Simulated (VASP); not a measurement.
# ZnS (P6_3mc) in VASP: notebook

The runs below take ZnS through single point, with r2SCAN.

Program: VASP 6.6.1. These are calculated values, not measurements. Logs are shortened: lines on timing, memory, paths and dates and some standing lists are left out, and cuts for length are marked.

## Step 1: The cell of the first run

It takes space group P6_3mc (No. 186, hexagonal). The conventional cell has a = 3.502 Å, b = 3.502 Å, c = 5.996 Å, α = 90.00°, β = 90.00°, γ = 120.00°. Within 2.9 Å of Zn (site symmetry 3m) lie 4 S at 2.16 to 2.24 Å. S (site symmetry 3m) has 4 Zn at 2.16 to 2.24 Å within 2.9 Å.

## Step 2: Single point, r2SCAN (strain -0.080 along x and y, -0.040 along z)

Input file POSCAR:

```
ZnS
1.0
    3.5021840075      0.0000000000      0.0000000000
   -1.7510920037      3.0329803192      0.0000000000
    0.0000000000      0.0000000000      5.9959057460
Zn S
2 2
Direct
    0.3333333333      0.6666666667      0.0053880710
    0.6666666667      0.3333333333      0.5053880710
    0.3333333333      0.6666666667      0.3796119290
    0.6666666667      0.3333333333      0.8796119290
```

Input file INCAR.step1:

```
PREC = Accurate
ENCUT = 520
ISMEAR = 0
SIGMA = 0.05
LREAL = F
LASPH = T
NELM = 60
NBANDS = 26
GGA = PE
ALGO = Normal
EDIFF = 1E-4
LWAVE = T
LCHARG = F
```

Input file INCAR.step2:

```
PREC = Accurate
ENCUT = 520
EDIFF = 1E-6
ISMEAR = 0
SIGMA = 0.05
LREAL = F
LASPH = T
NELM = 60
ALGO = Normal
ISIF = 2
LWAVE = F
LCHARG = F
METAGGA = R2SCAN
LMIXTAU = T
NBANDS = 26
ISTART = 1
```

Input file KPOINTS:

```
Automatic mesh
0
Gamma
  6 6 4
```

Potentials or basis: VASP PAW PBE potentials, release 64 (Zn, S).

Run with:

```
$ cat potpaw_PBE.64/Zn/POTCAR potpaw_PBE.64/S/POTCAR > POTCAR
$ cp INCAR.step1 INCAR
$ mpirun -np 1 vasp_std > vasp.out
$ cp INCAR.step2 INCAR
$ mpirun -np 1 vasp_std > vasp.out
```

OUTCAR:

```text
PREC = Accurate
   ENCUT = 520
   EDIFF = 1E-6
   ISMEAR = 0
   LREAL = F
   LASPH = T
   NELM = 60
   ISIF = 2
   METAGGA = R2SCAN
   ISTART = 1

 ion  position               nearest neighbor table
   1  0.333  0.667  0.005-   4 2.16   4 2.16   4 2.16   3 2.24
   2  0.667  0.333  0.505-   3 2.16   3 2.16   3 2.16   4 2.24
   3  0.333  0.667  0.380-   2 2.16   2 2.16   2 2.16   1 2.24
   4  0.667  0.333  0.880-   1 2.16   1 2.16   1 2.16   2 2.24

  LATTYP: Found a hexagonal cell.
 ALAT       =     3.5021840075
 C/A-ratio  =     1.7120476061

  Lattice vectors:

 A1 = (   3.5021840075,   0.0000000000,   0.0000000000)
 A2 = (  -1.7510920037,   3.0329803192,   0.0000000000)
 A3 = (   0.0000000000,   0.0000000000,   5.9959057460)

Analysis of symmetry for initial positions (statically):
=====================================================================
 Subroutine PRICEL returns:
 Original cell was already a primitive cell.

 Routine SETGRP: Setting up the symmetry group for a
 hexagonal supercell.

 Subroutine GETGRP returns: Found 12 space group operations
 (whereof  6 operations were pure point group operations)
 out of a pool of 24 trial point group operations.

The static configuration has the point symmetry C_3v.
 The point group associated with its full space group is C_6v.

Analysis of symmetry for dynamics (positions and initial velocities):
=====================================================================
 Subroutine PRICEL returns:
 Original cell was already a primitive cell.

 Routine SETGRP: Setting up the symmetry group for a
 hexagonal supercell.

 Subroutine GETGRP returns: Found 12 space group operations
 (whereof  6 operations were pure point group operations)
 out of a pool of 24 trial point group operations.

The dynamic configuration has the point symmetry C_3v.
 The point group associated with its full space group is C_6v.

 Subroutine INISYM returns: Found 12 space group operations
 (whereof  6 operations are pure point group operations),
 and found     1 'primitive' translations

----------------------------------------------------------------------------------------

[... 87 lines left out ...]
   LNONCOLLINEAR =      F non collinear calculations
   LSORBIT =      F    spin-orbit coupling
   LASPH  =      T    aspherical Exc in radial PAW
   ENCUT  =  520.0 eV  38.22 Ry    6.18 a.u.   6.51  6.51 11.15*2*pi/ulx,y,z
   NELM   =     60;   NELMIN=  2; NELMDL=  0     # of ELM steps
   EDIFF  = 0.1E-05   stopping-criterion for ELM
   LREAL  =      F    real-space projection
   EDIFFG = 0.1E-04   stopping-criterion for IOM
   NSW    =      0    number of steps for IOM
   IBRION =     -1    ionic relax: 0-MD 1-quasi-New 2-CG
   NFREE  =      0    steps in history (QN), initial steepest desc. (CG)
   ISIF   =      2    stress and relaxation
   ISYM   =      2    0-nonsym 1-usesym 2-fastsym
   POTIM  = 0.5000    time-step for ionic-motion
   TEBEG  =    0.0;   TEEND  =   0.0 temperature during run
   PSTRESS=    0.0 pullay stress
   NELECT =      36.0000    total number of electrons
   NUPDOWN=      -1.0000    fix difference up-down
   EMIN   =  10.00;   EMAX   =-10.00  energy-range for DOS
   EFERMI =   0.00;   METHOD = LEGACY
   ISMEAR =     0;   SIGMA  =   0.05  broadening in eV -4-tet -1-fermi 0-gaus
   EFERMI_NEDOS =   21; number of points for ismear=-14 and -15
   IALGO  =     38    algorithm
   IMIX   =      4    mixing-type and parameters
     AMIX     =   0.40;   BMIX     =  1.00
     AMIX_MAG =   1.60;   BMIX_MAG =  1.00
  volume/ion in A,a.u.               =      15.92       107.45
  Fermi-wavevector in a.u.,A,eV,Ry     =   1.353592  2.557919 24.928760  1.832212
  Thomas-Fermi vector in A             =   2.480835
   LORBIT       =      0    0 simple, 1 ext, 2 COOP (PROOUT), +10 PAW based schemes
   METAGGA = R2SCAN    functional components
   LHFCALC =     F    Hartree Fock is set to
   AEXX    =    0.0000 exact exchange contribution
   IVDW    =     0    specifies the selected vdW correction
   LEPSILON=     F    determine dielectric tensor
   LRPA    =     F    only Hartree local field effects (RPA)
 non-spin polarized calculation
 Gauss-broadening in eV      SIGMA  =   0.05
  energy-cutoff  :      520.00
  volume of cell :       63.69
 maximum number of plane-waves:      1750
 NGX is ok and might be reduce to    28
   NGX = 13   NGY = 13   NGZ = 23

 number of electron      35.9999996 magnetization

 Free energy of the ion-electron system (eV)
  ---------------------------------------------------
  ext. energy  EPLUGINS =         0.00000000
  ---------------------------------------------------
  free energy    TOTEN  =       -36.68167754 eV

  energy without entropy =      -36.68167754  energy(sigma->0) =      -36.68167754

 E-fermi :   4.4748     XC(G=0): -11.4136

 val. band max:        4.2363224752   @ k =   0.0000   0.0000   0.0000
 cond. band min:       7.8106529972   @ k =   0.0000   0.0000   0.0000
 fundamental gap:      3.5743305220
 Fermi energy:         4.4747518768

 k-point     1 :       0.0000    0.0000    0.0000
  band No.  band energies     occupation
      1     -11.3676      2.00000
      2     -10.1015      2.00000
      3      -3.5140      2.00000
      4      -3.5139      2.00000
      5      -3.4970      2.00000
      6      -3.4043      2.00000
[... 598 lines left out ...]
     25      14.6547      0.00000
     26      14.6547      0.00000

------------------------ aborting loop because EDIFF is reached ----------------------------------------

  FORCE on cell =-STRESS in cart. coord.  units (eV):
  Direction    XX          YY          ZZ          XY          YZ          ZX
  --------------------------------------------------------------------------------------
  -------------------------------------------------------------------------------------
  Total       11.8865665     11.8865665      7.2170384      0.0000000     -0.0000000      0.0000000
  in kB      299.0223550    299.0223549    181.5541788      0.0000000     -0.0000000      0.0000000
  external PRESSURE =     259.8662962 kB  Pullay stress =       0.0000000 kB

 VOLUME and BASIS-vectors are now :
 -----------------------------------------------------------------------------
  energy-cutoff  :      520.00
  volume of cell :       63.69
      direct lattice vectors                 reciprocal lattice vectors
     3.502184007  0.000000000  0.000000000     0.285536111  0.164854350  0.000000000
    -1.751092004  3.032980319  0.000000000     0.000000000  0.329708701  0.000000000
     0.000000000  0.000000000  5.995905746     0.000000000  0.000000000  0.166780474

 POSITION                                       TOTAL-FORCE (eV/Angst)
 -----------------------------------------------------------------------------------
     -0.00000      2.02199      0.03231        -0.000000      0.000000      0.751105
      1.75109      1.01099      3.03026         0.000000     -0.000000      0.751105
     -0.00000      2.02199      2.27612        -0.000000     -0.000000     -0.751105
      1.75109      1.01099      5.27407        -0.000000     -0.000000     -0.751105
 -----------------------------------------------------------------------------------
    total drift:                               -0.000001     -0.000001     -0.049062

  FREE ENERGIE OF THE ION-ELECTRON SYSTEM (eV)
  ---------------------------------------------------
  free  energy   TOTEN  =       -36.6816775391 eV

  energy  without entropy=      -36.6816775391  energy(sigma->0) =      -36.68167754
```

OUTCAR.step1:

```text
PREC = Accurate
   ENCUT = 520
   ISMEAR = 0
   LREAL = F
[... 835 lines left out ...]
     -0.00000      2.02199      0.03231        -0.000000     -0.000000      0.767804
      1.75109      1.01099      3.03026         0.000000      0.000000      0.767804
     -0.00000      2.02199      2.27612         0.000000      0.000000     -0.767804
      1.75109      1.01099      5.27407         0.000000     -0.000000     -0.767804
 -----------------------------------------------------------------------------------
    total drift:                               -0.000001     -0.000001     -0.002138

  FREE ENERGIE OF THE ION-ELECTRON SYSTEM (eV)
  ---------------------------------------------------
  free  energy   TOTEN  =       -12.4090351716 eV

  energy  without entropy=      -12.4090351716  energy(sigma->0) =      -12.40903517
```

Wall time 3.9 min (1 thread of Intel Xeon 8259CL, shared host); peak memory 0.21 GiB.

Results:

```yaml
Free_energy: -36.6817 eV
Pressure: 26.0 GPa
Largest_force: 0.751 eV/Å
Band_gap_on_the_k_mesh: 3.57 eV
```

Forces in eV/Å, atoms in the order of the input:
```
Zn   0.000  0.000  0.751
Zn   0.000  0.000  0.751
S    0.000  0.000 -0.751
S    0.000  0.000 -0.751
```

Levels at points of the mesh, in eV from the valence-band top:
```
           k point  band 14  band 15  band 16  band 17  band 18  band 19  band 20  band 21  band 22  band 23
(0.00, 0.00, 0.00)    -1.12    -1.12    -0.36     0.00     0.00     3.57     4.27     6.35     6.68     6.68
(0.50, 0.00, 0.00)    -5.35    -4.51    -3.08    -2.53    -1.38     3.85     4.84     5.16     7.20     8.18
(0.00, 0.00, 0.50)    -3.74    -0.59    -0.59    -0.59    -0.59     4.83     4.83     7.17     7.17     7.17
(0.50, 0.00, 0.50)    -6.15    -2.51    -2.51    -2.30    -2.30     3.69     3.69     5.24     5.24     9.52
```

Caveat: the cell differs from its parent crystal (strain -0.080 along x and y, -0.040 along z); the cell stands under pressure; the PAW data sets were made with another functional, which shifts forces and pressure a little.

## Step 3: Single point, r2SCAN (strain -0.080 along x and y, +0.000 along z)

POSCAR: that of step 2 with these lines changed.

```diff
@@ -4,3 +4,3 @@
    -1.7510920037      3.0329803192      0.0000000000
-    0.0000000000      0.0000000000      5.9959057460
+    0.0000000000      0.0000000000      6.2457351521
 Zn S
```

Input file INCAR.step1:

```
SYSTEM = ZnS
ALGO = Normal ; EDIFF = 1E-4
ENCUT = 520 ; GGA = PE
ISMEAR = 0 ; LASPH = .True.
LCHARG = .False. ; LREAL = .False.
LWAVE = .True. ; NBANDS = 26
NELM = 60 ; PREC = Accurate
SIGMA = 0.05
```

Input file INCAR.step2:

```
SYSTEM = ZnS
ALGO = Normal ; EDIFF = 1E-6
ENCUT = 520 ; ISIF = 2
ISMEAR = 0 ; ISTART = 1
LASPH = .True. ; LCHARG = .False.
LMIXTAU = .True. ; LREAL = .False.
LWAVE = .False. ; METAGGA = R2SCAN
NBANDS = 26 ; NELM = 60
PREC = Accurate ; SIGMA = 0.05
```

Input file KPOINTS:

```
k-points
0
Gamma
  6 6 4
  0 0 0
```

Potentials or basis: VASP PAW PBE potentials, release 64 (Zn, S).

Run with:

```
$ cat potpaw_PBE.64/Zn/POTCAR potpaw_PBE.64/S/POTCAR > POTCAR
$ cp INCAR.step1 INCAR
$ mpirun -np 1 vasp_std > vasp.out
$ cp INCAR.step2 INCAR
$ mpirun -np 1 vasp_std > vasp.out
```

OUTCAR:

```text
SYSTEM = ZnS
   EDIFF = 1E-6
   ENCUT = 520
   ISIF = 2
   ISMEAR = 0
   ISTART = 1
   LASPH = .True.
   LREAL = .False.
   METAGGA = R2SCAN
   NELM = 60
   PREC = Accurate

 ion  position               nearest neighbor table
   1  0.333  0.667  0.005-   4 2.17   4 2.17   4 2.17   3 2.34
   2  0.667  0.333  0.505-   3 2.17   3 2.17   3 2.17   4 2.34
   3  0.333  0.667  0.380-   2 2.17   2 2.17   2 2.17   1 2.34
   4  0.667  0.333  0.880-   1 2.17   1 2.17   1 2.17   2 2.34

  LATTYP: Found a hexagonal cell.
 ALAT       =     3.5021840075
[... 804 lines left out ...]
  Direction    XX          YY          ZZ          XY          YZ          ZX
  --------------------------------------------------------------------------------------
  -------------------------------------------------------------------------------------
  Total       11.0075482     11.0075482      2.9060345      0.0000000      0.0000000     -0.0000000
  in kB      265.8331024    265.8331024     70.1809489      0.0000000      0.0000000     -0.0000000
  external PRESSURE =     200.6157179 kB  Pullay stress =       0.0000000 kB

 VOLUME and BASIS-vectors are now :
 -----------------------------------------------------------------------------
  energy-cutoff  :      520.00
  volume of cell :       66.34
      direct lattice vectors                 reciprocal lattice vectors
     3.502184007  0.000000000  0.000000000     0.285536111  0.164854350  0.000000000
    -1.751092004  3.032980319  0.000000000     0.000000000  0.329708701  0.000000000
     0.000000000  0.000000000  6.245735152     0.000000000  0.000000000  0.160109255

 POSITION                                       TOTAL-FORCE (eV/Angst)
 -----------------------------------------------------------------------------------
     -0.00000      2.02199      0.03365        -0.000000     -0.000000      1.092261
      1.75109      1.01099      3.15652         0.000000      0.000000      1.092261
     -0.00000      2.02199      2.37096         0.000000      0.000000     -1.092261
      1.75109      1.01099      5.49382         0.000000      0.000000     -1.092261
 -----------------------------------------------------------------------------------
    total drift:                               -0.000001     -0.000001      0.037011

  FREE ENERGIE OF THE ION-ELECTRON SYSTEM (eV)
  ---------------------------------------------------
  free  energy   TOTEN  =       -36.8836881900 eV

  energy  without entropy=      -36.8836881900  energy(sigma->0) =      -36.88368819
```

OUTCAR.step1:

```text
SYSTEM = ZnS
   EDIFF = 1E-4
   ENCUT = 520
   GGA = PE
   ISMEAR = 0
   LASPH = .True.
   LREAL = .False.
   NELM = 60
[... 833 lines left out ...]
      1.75109      1.01099      3.15652        -0.000000      0.000000      1.108596
     -0.00000      2.02199      2.37096         0.000000     -0.000000     -1.108596
      1.75109      1.01099      5.49382        -0.000000      0.000000     -1.108596
 -----------------------------------------------------------------------------------
    total drift:                               -0.000001     -0.000001     -0.001246

  FREE ENERGIE OF THE ION-ELECTRON SYSTEM (eV)
  ---------------------------------------------------
  free  energy   TOTEN  =       -12.6557705693 eV

  energy  without entropy=      -12.6557705693  energy(sigma->0) =      -12.65577057
```

OSZICAR.step1:

```text
N       E                     dE             d eps       ncg     rms          rms(c)
DAV:   1     0.248802714505E+03    0.24880E+03   -0.17213E+04  1100   0.176E+03
DAV:   2     0.107113351228E+02   -0.23809E+03   -0.22711E+03  1118   0.359E+02
DAV:   3    -0.130205954970E+02   -0.23732E+02   -0.23491E+02  1254   0.114E+02
DAV:   4    -0.136171975021E+02   -0.59660E+00   -0.59533E+00  1300   0.179E+01
DAV:   5    -0.136255136216E+02   -0.83161E-02   -0.83120E-02  1294   0.213E+00    0.140E+01
DAV:   6    -0.126787769585E+02    0.94674E+00   -0.17985E+00  1518   0.425E+01    0.103E+01
DAV:   7    -0.126769167670E+02    0.18602E-02   -0.19331E+00  1146   0.852E+00    0.389E+00
DAV:   8    -0.126598062160E+02    0.17111E-01   -0.51699E-02  1236   0.147E+00    0.134E+00
DAV:   9    -0.126554904701E+02    0.43157E-02   -0.23663E-02  1216   0.979E-01    0.306E-01
DAV:  10    -0.126556215455E+02   -0.13108E-03   -0.10160E-03  1330   0.295E-01    0.146E-01
DAV:  11    -0.126557770847E+02   -0.15554E-03   -0.19838E-04  1006   0.223E-01    0.826E-02
DAV:  12    -0.126557705693E+02    0.65154E-05   -0.59395E-05   598   0.185E-01
   1 F= -.12655771E+02 E0= -.12655771E+02  d E =-.607008E-17
```

Run time: 3.4 min. Hardware: 1 thread of Intel Xeon 8259CL, shared host; peak memory 0.21 GiB.

What came out:

```
Free energy            : -36.8837 eV
Pressure               : 20.1 GPa
Largest force          : 1.092 eV/Å
Band gap on the k mesh : 3.03 eV
```

Forces on the atoms (eV/Å):
```
Zn   0.000  0.000  1.092
Zn   0.000  0.000  1.092
S    0.000  0.000 -1.092
S    0.000  0.000 -1.092
```

Caveat: the cell differs from its parent crystal (strain -0.080 along x and y, +0.000 along z); the cell stands under pressure; the PAW data sets were made with another functional, which shifts forces and pressure a little. A k mesh can miss the band edges.

## Step 4: Single point, r2SCAN (strain -0.040 along x and y, -0.080 along z)

Input file POSCAR:

```
ZnS
1.0
    3.6544528774      0.0000000000      0.0000000000
   -1.8272264387      3.1648490288      0.0000000000
    0.0000000000      0.0000000000      5.7460763399
Zn S
2 2
Direct
    0.3333333333      0.6666666667      0.0053880710
    0.6666666667      0.3333333333      0.5053880710
    0.3333333333      0.6666666667      0.3796119290
    0.6666666667      0.3333333333      0.8796119290
```

Input file INCAR.step1:

```
SYSTEM = ZnS
  PREC = Accurate
  ENCUT = 520
  ISMEAR = 0
  SIGMA = 0.05
  LREAL = .FALSE.
  LASPH = .TRUE.
  NELM = 60
  NBANDS = 26
  GGA = PE
  ALGO = Normal
  EDIFF = 1E-4
  LWAVE = .TRUE.
  LCHARG = .FALSE.
```

Input file INCAR.step2:

```
SYSTEM = ZnS
  PREC = Accurate
  ENCUT = 520
  EDIFF = 1E-7
  ISMEAR = 0
  SIGMA = 0.05
  LREAL = .FALSE.
  LASPH = .TRUE.
  NELM = 60
  ALGO = Normal
  ISIF = 2
  LWAVE = .FALSE.
  LCHARG = .FALSE.
  METAGGA = R2SCAN
  LMIXTAU = .TRUE.
  NBANDS = 26
  ISTART = 1
```

Input file KPOINTS:

```
regular mesh
0
G
  6 6 4
  0 0 0
```

Run with:

```
$ cat potpaw_PBE.64/Zn/POTCAR potpaw_PBE.64/S/POTCAR > POTCAR
$ cp INCAR.step1 INCAR
$ mpirun -np 1 vasp_std > vasp.out
$ cp INCAR.step2 INCAR
$ mpirun -np 1 vasp_std > vasp.out
```

It took 5.1 min on 1 thread of Intel Xeon 8259CL, shared host; peak memory 0.21 GiB.

Results (log left out):

```yaml
Free_energy: -37.0501 eV
Pressure: 19.0 GPa
Largest_force: 0.675 eV/Å
Band_gap_on_the_k_mesh: 3.50 eV
```

Forces on the atoms (eV/Å):
```
Zn   0.000  0.000 -0.675
Zn   0.000  0.000 -0.675
S    0.000  0.000  0.675
S    0.000  0.000  0.675
```

Stress tensor (GPa, compression positive):
```
14.87  0.00  0.00
 0.00 14.87  0.00
 0.00  0.00 27.33
```

Levels at points of the mesh, in eV from the valence-band top:
| k point | band 14 | band 15 | band 16 | band 17 | band 18 | band 19 | band 20 | band 21 | band 22 | band 23 |
| --- | --- | --- | --- | --- | --- | --- | --- | --- | --- | --- |
| (0.00, 0.00, 0.00) | -1.43 | -1.43 | -0.06 | -0.06 | 0.00 | 3.50 | 3.65 | 6.37 | 6.37 | 7.45 |
| (0.50, 0.00, 0.00) | -4.79 | -4.24 | -3.18 | -2.27 | -1.14 | 3.58 | 5.19 | 5.47 | 7.04 | 9.16 |
| (0.00, 0.00, 0.50) | -3.16 | -0.78 | -0.78 | -0.78 | -0.78 | 4.29 | 4.29 | 6.88 | 6.88 | 6.88 |
| (0.50, 0.00, 0.50) | -5.77 | -2.24 | -2.24 | -1.97 | -1.97 | 3.95 | 3.95 | 5.63 | 5.63 | 9.56 |

Caveat: the cell differs from its parent crystal (strain -0.040 along x and y, -0.080 along z); the cell stands under pressure; the PAW data sets were made with another functional, which shifts forces and pressure a little. A k mesh can miss the band edges.

[end of part 1 of 2]
